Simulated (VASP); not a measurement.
CsI:

```
Cs I
1.0
     4.60814    0.00000    0.00000
     0.00000    4.60814    0.00000
     0.00000    0.00000    4.60814
Cs I
1 1
Cartesian
  0.0000 0.0000 0.0000
  2.3041 2.3041 2.3041
```

Base run:

| Item | Value |
| --- | --- |
| Program | VASP 6.6.1 |
| Functional | PBE |
| Potentials or basis | VASP PAW PBE potentials, release 64 (Cs_sv, I) |
| Cutoff | 500 eV |
| k mesh | 5 × 5 × 5 |
| Occupations | gaussian, width 0.01 eV |
| Spin | no spin polarisation |

Its results: band gap on the k mesh 3.83 eV, indirect (least direct gap 3.88 eV); pressure 0.4 GPa.

**Question.** After a change of settings the same cell gave: band gap on the k mesh 3.73 eV, indirect (least direct gap 3.82 eV); pressure 1.3 GPa. Which change was it?
A. k mesh from 5 × 5 × 5 to 2 × 2 × 2
B. k mesh from 5 × 5 × 5 to 4 × 4 × 4; occupations from gaussian, width 0.01 eV to tetrahedron
C. functional from PBE to PBE-based screened hybrid; cutoff from 500 eV to 400 eV; k mesh from 5 × 5 × 5 to 4 × 4 × 4
D. functional from PBE to PBE0; cutoff from 500 eV to 400 eV; k mesh from 5 × 5 × 5 to 4 × 4 × 4

**Answer.** A.

Caveats: some runs use coarse meshes; spin-orbit coupling is left out, which moves the levels of the heavy elements.
